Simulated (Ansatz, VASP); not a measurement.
## One calculation of Hf2MgO2, two programs

```
CELL_PARAMETERS angstrom
-1.50999 1.50999 8.15516
1.50999 -1.50999 8.15516
1.50999 1.50999 -8.15516
ATOMIC_POSITIONS crystal
Mg 0.00000 0.00000 0.00000
Hf 0.67356 0.67356 0.00000
Hf 0.32644 0.32644 0.00000
O 0.87023 0.87023 0.00000
O 0.12977 0.12977 0.00000
```

Change from the starting cell: species swapped into the K2NiO2 type (I4/mmm, No. 139).

Alike in both runs: functional PBE; k mesh 6 × 6 × 6; occupations gaussian, width 0.1 eV; no spin polarisation.

Ansatz relaxed the structure, and its values are those at the end. VASP's run is a single point on that final structure, the one shown.

|  | VASP | Ansatz |
| --- | --- | --- |
| version | VASP 6.6.1 | Ansatz 0.2.0 |
| potentials or method | VASP PAW PBE potentials, release 64 (Mg, Hf_pv, O), cutoff 520 eV | scalar-relativistic, plane waves, PAW |
| valence electrons in the cell | 34 | 74 |

Ansatz gave:

```
gap on the k mesh at the Fermi level (eV) : none
pressure (GPa)                            : -0.1
rms of the force components (eV/Å)        : 0.012
```

**Question.** Estimate VASP's values.

**Answer.** gap on the k mesh at the Fermi level (eV): none; pressure (GPa): -1.5; rms of the force components (eV/Å): 0.033.

A gap of «none» marks a metal or a gap that the smearing closes. VASP's potentials hold 34 valence electrons a cell and Ansatz's 74, so a difference there can come from the potentials and not from the codes.

The k mesh is coarse, so the values compare programs but aren't converged. Neither program's run includes spin-orbit coupling.
